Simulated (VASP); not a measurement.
Set up this calculation in VASP 6.6.1, as the native input.

```yaml
Task: relaxation of cell and atoms
Functional: PBE
Potentials_or_basis: VASP PAW PBE potentials, release 64 (Ge_d, N)
Cutoff: 600 eV
k_mesh: 6 × 6 × 6
Occupations: gaussian, width 0.1 eV
Spin: no spin polarisation
Dipole_correction: no
Further_INCAR_settings: ALGO = Normal; EDIFF = 1e-07; IBRION = 2; EDIFFG = -0.04; NSW = 90; ISIF = 3
```

The structure of GeN lies in POSCAR:

```
GeN
1.0
    1.4310323100     -4.6911894400      0.0000000000
    1.4310323100      4.6911894400      0.0000000000
    0.0000000000      0.0000000000      2.9769503100
Ge N
2 2
Direct
    0.1949989000      0.8050011000      0.0000000000
    0.8050011000      0.1949989000      0.0000000000
    0.0940261200      0.9059738800      0.5000000000
    0.9059738800      0.0940261200      0.5000000000
```

These files were run (other wordings do the same):

INCAR

```
PREC = Accurate
ENCUT = 600
EDIFF = 1E-7
ISMEAR = 0
SIGMA = 0.1
LREAL = False
LASPH = True
NELM = 100
ALGO = Normal
ISIF = 3
LWAVE = False
LCHARG = False
GGA = PE
IBRION = 2
NSW = 90
EDIFFG = -0.04
```

KPOINTS

```
regular mesh
0
Gamma
  6 6 6
```

Potentials or basis: VASP PAW PBE potentials, release 64 (Ge_d, N).

Launch:

```bash
$ cat potpaw_PBE.64/Ge_d/POTCAR potpaw_PBE.64/N/POTCAR > POTCAR
$ mpirun -np 1 vasp_std > vasp.out
```

Results of the run:

* Relaxed volume: 15.82 Å³/atom
* Relaxed cell: a = 5.600 Å, b = 5.600 Å, c = 3.046 Å, α = 90.00°, β = 90.00°, γ = 138.50°
* Space group after relaxing (to 0.05 Å): Cmmm (No. 65)
* Energy gained by relaxing: 3266.1 meV/atom
* Ionic steps: 53
* Pressure after relaxing: -0.1 GPa
* Largest force after relaxing: 0.027 eV/Å
* Band gap on the k mesh: zero (band 19 reaches 6.07 eV, above the bottom of band 20 at 4.83 eV)

Caveat: the k points lie up to 0.34 Å⁻¹ apart in the final cell; the volume moved by over 15 % at a fixed basis, so the end points are rough.

Run time: 35 min on 1 thread of Intel(R) Xeon(R) Platinum 8259CL CPU @ 2.50GHz (Skylake/Cascade Lake), on a shared host, peak memory 0.24 GiB.
